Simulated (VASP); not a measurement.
# VSi6Ru2 (Fm-3m) in VASP: a series of runs, part 2 of 2

VASP 6.6.1. Earlier steps stand in the parts before.

## (4) Relaxation of cell and atoms, PBE, collinear spin, ferromagnetic start

INCAR

```
PREC     = Accurate       # precision mode
ENCUT    = 600            # plane-wave cutoff, eV
EDIFF    = 1E-6           # SCF threshold, eV
ISMEAR   = 0              # smearing method
SIGMA    = 0.1            # smearing width, eV
LREAL    = False          # projectors in reciprocal space
LASPH    = True           # aspherical terms in the spheres
NELM     = 150            # most SCF steps
ALGO     = Normal         # electronic algorithm
ISIF     = 3              # what is computed and relaxed
LWAVE    = False          # write WAVECAR
LCHARG   = False          # write CHGCAR
ISPIN    = 2              # spin polarisation
MAGMOM   = 2 0 0 0 0 0 0 0 0 # initial moments
LORBIT   = 11             # projections on sites
LMAXMIX  = 4              # l up to which the mixer works
GGA      = PE             # functional
IBRION   = 2              # ionic algorithm
NSW      = 90             # ionic steps
EDIFFG   = -0.04          # ionic threshold
```

KPOINTS

```
Automatic mesh
0
Gamma
  4 4 4
```

POSCAR

```
VSi6Ru2
1.0
    0.0000000000      3.7643341000      3.7643341000
    3.7643341000      0.0000000000      3.7643341000
    3.7643341000      3.7643341000      0.0000000000
V Si Ru
1 6 2
Direct
    0.0000000000      0.0000000000      0.0000000000
    0.7461645600      0.7461645600      0.2538354400
    0.2538354400      0.7461645600      0.2538354400
    0.7461645600      0.2538354400      0.2538354400
    0.2538354400      0.2538354400      0.7461645600
    0.7461645600      0.2538354400      0.7461645600
    0.2538354400      0.7461645600      0.7461645600
    0.7500000000      0.7500000000      0.7500000000
    0.2500000000      0.2500000000      0.2500000000
```

Potentials or basis: VASP PAW PBE potentials, release 64 (V_sv, Si, Ru_pv).

Started as:

```bash
cat potpaw_PBE.64/V_sv/POTCAR potpaw_PBE.64/Si/POTCAR potpaw_PBE.64/Ru_pv/POTCAR > POTCAR
mpirun -np 1 vasp_std > vasp.out
```

OUTCAR:

```text
PREC = Accurate
   ENCUT = 600
   EDIFF = 1E-6
   ISMEAR = 0
   LREAL = False
   LASPH = True
   NELM = 150
   ISIF = 3
   ISPIN = 2
   LORBIT = 11
   GGA = PE
   IBRION = 2
   NSW = 90
   EDIFFG = -0.04

 ion  position               nearest neighbor table
   1  0.000  0.000  0.000-   2 1.91   3 1.91   4 1.91   5 1.91   6 1.91   7 1.91
   2  0.746  0.746  0.254-   1 1.91   3 2.62   4 2.62   6 2.62   7 2.62   9 2.66   9 2.66   8 2.66
                             8 2.66   6 2.70   7 2.70   4 2.70   3 2.70
   3  0.254  0.746  0.254-   1 1.91   2 2.62   4 2.62   5 2.62   7 2.62   9 2.66   9 2.66   8 2.66
                             8 2.66   5 2.70   4 2.70   2 2.70   7 2.70
   4  0.746  0.254  0.254-   1 1.91   2 2.62   3 2.62   5 2.62   6 2.62   9 2.66   9 2.66   8 2.66
                             8 2.66   6 2.70   5 2.70   2 2.70   3 2.70
   5  0.254  0.254  0.746-   1 1.91   3 2.62   4 2.62   6 2.62   7 2.62   9 2.66   9 2.66   8 2.66
                             8 2.66   3 2.70   4 2.70   6 2.70   7 2.70
   6  0.746  0.254  0.746-   1 1.91   2 2.62   4 2.62   5 2.62   7 2.62   9 2.66   9 2.66   8 2.66
                             8 2.66   4 2.70   5 2.70   2 2.70   7 2.70
   7  0.254  0.746  0.746-   1 1.91   2 2.62   3 2.62   5 2.62   6 2.62   9 2.66   9 2.66   8 2.66
                             8 2.66   5 2.70   6 2.70   2 2.70   3 2.70
   8  0.750  0.750  0.750-   3 2.66   5 2.66   7 2.66   4 2.66   5 2.66   6 2.66   2 2.66   3 2.66
                             4 2.66   2 2.66   6 2.66   7 2.66
   9  0.250  0.250  0.250-   3 2.66   4 2.66   5 2.66   5 2.66   6 2.66   7 2.66   2 2.66   3 2.66
                             7 2.66   2 2.66   4 2.66   6 2.66

  LATTYP: Found a face centered cubic cell.
 ALAT       =     7.5286682000

  Lattice vectors:

 A1 = (   0.0000000000,   3.7643341000,   3.7643341000)
 A2 = (   3.7643341000,   0.0000000000,   3.7643341000)
 A3 = (   3.7643341000,   3.7643341000,   0.0000000000)

Analysis of symmetry for initial positions (statically):
=====================================================================
 Subroutine PRICEL returns:
 Original cell was already a primitive cell.

 Routine SETGRP: Setting up the symmetry group for a
 face centered cubic supercell.

 Subroutine GETGRP returns: Found 48 space group operations
 (whereof 48 operations were pure point group operations)
 out of a pool of 48 trial point group operations.

The static configuration has the point symmetry O_h .

Analysis of symmetry for dynamics (positions and initial velocities):
=====================================================================
 Subroutine PRICEL returns:
 Original cell was already a primitive cell.

 Routine SETGRP: Setting up the symmetry group for a
 face centered cubic supercell.

 Subroutine GETGRP returns: Found 48 space group operations
 (whereof 48 operations were pure point group operations)
 out of a pool of 48 trial point group operations.

The dynamic configuration has the point symmetry O_h .

Analysis of structural, dynamic, and magnetic symmetry:
=====================================================================
 Subroutine PRICEL returns:
 Original cell was already a primitive cell.

 Routine SETGRP: Setting up the symmetry group for a
 face centered cubic supercell.

 Subroutine GETGRP returns: Found 48 space group operations
 (whereof 48 operations were pure point group operations)
 out of a pool of 48 trial point group operations.

The overall configuration has the point symmetry O_h .

[... 103 lines left out ...]
   POTIM  = 0.5000    time-step for ionic-motion
   TEBEG  =    0.0;   TEEND  =   0.0 temperature during run
   PSTRESS=    0.0 pullay stress
   NELECT =      65.0000    total number of electrons
   NUPDOWN=      -1.0000    fix difference up-down
   EMIN   =  10.00;   EMAX   =-10.00  energy-range for DOS
   EFERMI =   0.00;   METHOD = LEGACY
   ISMEAR =     0;   SIGMA  =   0.10  broadening in eV -4-tet -1-fermi 0-gaus
   EFERMI_NEDOS =   21; number of points for ismear=-14 and -15
   IALGO  =     38    algorithm
   IMIX   =      4    mixing-type and parameters
     AMIX     =   0.40;   BMIX     =  1.00
     AMIX_MAG =   1.60;   BMIX_MAG =  1.00
  volume/ion in A,a.u.               =      11.85        79.99
  Fermi-wavevector in a.u.,A,eV,Ry     =   1.387867  2.622688 26.207192  1.926174
  Thomas-Fermi vector in A             =   2.512047
   LORBIT       =     11    0 simple, 1 ext, 2 COOP (PROOUT), +10 PAW based schemes
   GGA     = PE    functional components
   LHFCALC =     F    Hartree Fock is set to
   AEXX    =    0.0000 exact exchange contribution
   IVDW    =     0    specifies the selected vdW correction
   LEPSILON=     F    determine dielectric tensor
   LRPA    =     F    only Hartree local field effects (RPA)
 conjugate gradient relaxation of ions
 spin polarized calculation
 Gauss-broadening in eV      SIGMA  =   0.10
  energy-cutoff  :      600.00
  volume of cell :      106.68
 maximum number of plane-waves:      3584
 NGX is ok and might be reduce to    48
   NGX = 21   NGY = 21   NGZ = 21

--------------------------------------- Ionic step        1  -------------------------------------------

 number of electron      65.0000004 magnetization       1.4325975

 Free energy of the ion-electron system (eV)
  ---------------------------------------------------
  ext. energy  EPLUGINS =         0.00000000
  ---------------------------------------------------
  free energy    TOTEN  =       -47.00103151 eV

  energy without entropy =      -46.95495780  energy(sigma->0) =      -46.97799466

------------------------ aborting loop because EDIFF is reached ----------------------------------------

  FORCE on cell =-STRESS in cart. coord.  units (eV):
  Direction    XX          YY          ZZ          XY          YZ          ZX
  --------------------------------------------------------------------------------------
  -------------------------------------------------------------------------------------
  Total       33.6638829     33.6638829     33.6638829      0.0000000      0.0000000      0.0000000
  in kB      505.5688514    505.5688514    505.5688514      0.0000000      0.0000000      0.0000000
  external PRESSURE =     505.5688514 kB  Pullay stress =       0.0000000 kB
[... 118 lines left out ...]
--------------------------------------- Ionic step        4  -------------------------------------------

 number of electron      65.0000003 magnetization      -1.3756679

 E-fermi :   9.9148     XC(G=0): -11.6785

 val. band max:        9.9145616306   @ k =   0.0000   0.0000   0.0000
 cond. band min:       9.9729745527   @ k =   0.2500   0.0000   0.0000
 fundamental gap:      0.0584129221
 Fermi energy:         9.9148284989

 spin component 1

 k-point     1 :       0.0000    0.0000    0.0000
  band No.  band energies     occupation
      1     -53.8933      1.00000
      2     -32.0544      1.00000
      3     -32.0544      1.00000
      4     -32.0544      1.00000
      5     -32.0497      1.00000
      6     -32.0497      1.00000
[... 894 lines left out ...]
--------------------------------------- Ionic step        9  -------------------------------------------

 number of electron      64.9999996 magnetization      -1.3394600

 Free energy of the ion-electron system (eV)
  ---------------------------------------------------
  ext. energy  EPLUGINS =         0.00000000
  ---------------------------------------------------
  free energy    TOTEN  =       -55.95064011 eV

  energy without entropy =      -55.91163059  energy(sigma->0) =      -55.93113535

 E-fermi :  10.2715     XC(G=0): -11.7993

 val. band max:       10.2603849491   @ k =  -0.2500   0.2500   0.0000
 cond. band min:      10.3072576360   @ k =   0.2500   0.0000   0.0000
 fundamental gap:      0.0468726868
 Fermi energy:        10.2714523690

 spin component 1

 k-point     1 :       0.0000    0.0000    0.0000
  band No.  band energies     occupation
      1     -53.4680      1.00000
      2     -31.7625      1.00000
      3     -31.7625      1.00000
      4     -31.7625      1.00000
      5     -31.7572      1.00000
      6     -31.7572      1.00000
[... 716 lines left out ...]
  FREE ENERGIE OF THE ION-ELECTRON SYSTEM (eV)
  ---------------------------------------------------
  free  energy   TOTEN  =       -55.9506401068 eV

  energy  without entropy=      -55.9116305923  energy(sigma->0) =      -55.93113535

 reached required accuracy - stopping structural energy minimisation

 total charge

# of ion       s       p       d       tot
------------------------------------------
    1        2.297   6.280   3.453  12.030
    2        0.780   0.838   0.000   1.618
    3        0.780   0.838   0.000   1.618
    4        0.780   0.838   0.000   1.618
    5        0.780   0.838   0.000   1.618
    6        0.780   0.838   0.000   1.618
    7        0.780   0.838   0.000   1.618
    8        0.239   6.118   6.128  12.485
    9        0.239   6.118   6.128  12.485
--------------------------------------------------
tot          7.456  23.541  15.710  46.706

 magnetization (x)

# of ion       s       p       d       tot
------------------------------------------
    1       -0.004  -0.014  -0.177  -0.194
    2       -0.013  -0.006   0.000  -0.019
    3       -0.013  -0.006   0.000  -0.019
    4       -0.013  -0.006   0.000  -0.019
    5       -0.013  -0.006   0.000  -0.019
    6       -0.013  -0.006   0.000  -0.019
    7       -0.013  -0.006   0.000  -0.019
    8       -0.003  -0.002  -0.454  -0.460
    9       -0.003  -0.002  -0.454  -0.460
--------------------------------------------------
tot         -0.088  -0.055  -1.085  -1.228
```

Run time: 22 min. Hardware: 1 thread of Intel Xeon Platinum 8259CL at 2.50GHz (Skylake/Cascade Lake), shared host; peak memory 0.46 GiB.

What came out:

| Item | Value |
| --- | --- |
| Free energy | -55.9506 eV |
| Relaxed volume | 14.47 Å³/atom |
| Relaxed cell | a = 5.689 Å, b = 5.689 Å, c = 5.689 Å, α = 60.00°, β = 60.00°, γ = 60.00° |
| Space group after relaxing (to 0.05 Å) | Fm-3m (No. 225) |
| Energy gained by relaxing | 994.4 meV/atom |
| Ionic steps | 9 |
| Pressure after relaxing | 0.1 GPa |
| Largest force after relaxing | 0.014 eV/Å |
| Net moment | -1.34 μB per cell |
| Site moments | V -0.19; Si -0.02; Ru -0.46 μB |
| Valence electrons inside the program's atomic spheres | V 12.03; Si 1.62; Ru 12.48 |

Forces in eV/Å, atoms in the order of the input:
```
V    0.000  0.000  0.000
Si   0.000  0.000 -0.014
Si   0.000  0.014  0.000
Si   0.014  0.000  0.000
Si   0.000  0.000  0.014
Si   0.000 -0.014  0.000
Si  -0.014  0.000  0.000
Ru   0.000  0.000  0.000
Ru   0.000  0.000  0.000
```

Step by step:
```tsv
step	energy change (eV)	largest force (eV/Å)	pressure (GPa)	volume (Å³)
1	0.0000	9.3729	50.56	106.68
2	-2.7969	4.2512	-9.54	175.48
3	-8.8539	0.3140	-4.73	135.63
4	-8.9158	0.0263	-3.19	133.62
5	-8.9300	0.3123	-1.81	132.02
6	-8.9289	0.2129	-2.29	132.56
7	-8.9437	0.2262	0.66	129.77
8	-8.9486	0.0749	-0.35	130.68
9	-8.9496	0.0138	0.07	130.22
```

Final structure:
```
V Si Ru
1.0
     0.00000    4.02300    4.02300
     4.02300    0.00000    4.02300
     4.02300    4.02300    0.00000
V Si Ru
1 6 2
Cartesian
  0.0000 0.0000 0.0000
  4.0230 4.0230 5.7551
  4.0230 2.2909 4.0230
  2.2909 4.0230 4.0230
  4.0230 4.0230 2.2909
  4.0230 5.7551 4.0230
  5.7551 4.0230 4.0230
  6.0345 6.0345 6.0345
  2.0115 2.0115 2.0115
```

Levels at points of the mesh, in eV from the Fermi level:
Spin up:
| k point | band 28 | band 29 | band 30 | band 31 | band 32 | band 33 | band 34 | band 35 |
| --- | --- | --- | --- | --- | --- | --- | --- | --- |
| (0.00, 0.00, 0.00) | -1.28 | -0.77 | -0.77 | -0.61 | 0.41 | 0.41 | 0.41 | 1.00 |
| (0.50, 0.00, 0.00) | -0.96 | -0.95 | -0.95 | -0.70 | -0.27 | 0.18 | 0.18 | 0.22 |
| (0.50, 0.50, 0.00) | -0.96 | -0.88 | -0.72 | -0.67 | 0.42 | 0.53 | 0.53 | 0.99 |
Spin down:
| k point | band 31 | band 32 | band 33 | band 34 | band 35 | band 36 |
| --- | --- | --- | --- | --- | --- | --- |
| (0.00, 0.00, 0.00) | -0.70 | 0.04 | 0.04 | 0.04 | 0.79 | 0.79 |
| (0.50, 0.00, 0.00) | -1.02 | -0.53 | -0.08 | -0.08 | -0.07 | -0.07 |
| (0.50, 0.50, 0.00) | -0.87 | 0.26 | 0.26 | 0.27 | 0.97 | 0.97 |

Caveat: the k points lie up to 0.34 Å⁻¹ apart in the final cell; the volume moved by over 15 % at a fixed basis, so the end points are rough.

## (5) Summary

```tsv
task	cell	cutoff (eV)	gap on the mesh (eV)	pressure (GPa)	moment (μB)	largest force (eV/Å)
single point	a = 5.324 Å, angles 60.0°, 9 atoms	520	none	50.6	1.43	9.37
single point	a = 5.687 Å, angles 60.0°, 9 atoms	520	none	0.2	1.33	-
relaxation of cell and atoms	relaxed from a = 5.324 Å, angles 60.0°, 9 atoms	600	none	0.1	1.34	0.01
```

Alike in all rows: level PBE; potentials or basis VASP PAW PBE potentials, release 64 (V_sv, Si, Ru_pv); spin collinear, ferromagnetic start; k mesh 4 × 4 × 4; smearing gaussian 0.1 eV.

Caveats: some runs use coarse meshes; forces of over 1 eV/Å act on the atoms, so gaps and moduli don't describe the material at rest (some runs); the volume moved by over 15 % at a fixed basis, so the end points are rough (some runs).

Total energies depend on the potentials used, so only differences within one code and one set of settings carry meaning.
